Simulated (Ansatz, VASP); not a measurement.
Sn: VASP beside Ansatz

```xyz
2
Lattice="3.4099 0.0000 0.0000 -1.7049 2.9530 0.0000 0.0000 0.0000 5.5683" Properties=species:S:1:pos:R:3 pbc="T T T"
Sn    0.0000    1.9687    1.3921
Sn    1.7049    0.9843    4.1762
```

Alike in both runs: task relaxation of cell and atoms; functional r2SCAN; k mesh 11 × 11 × 6; occupations fermi-dirac, width 0.1 eV; no spin polarisation.

|  | VASP | Ansatz |
| --- | --- | --- |
| version | VASP 6.6.1 | Ansatz 0.2.0 |
| potentials or method | VASP PAW PBE potentials, release 64 (Sn_d), cutoff 600 eV | plane waves (500 eV) with PAW, scalar-relativistic |
| valence electrons in the cell | 28 | 28 |

|  | VASP | Ansatz | Ansatz less VASP |
| --- | --- | --- | --- |
| relaxed volume (Å³/atom) | 27.00 | 26.99 | -0.008 |
| relaxed length of the cell vector where the two differ most in proportion (Å) | 3.343 | 3.342 | -0.0006 |

VASP's potentials were made for PBE, not for r2SCAN.
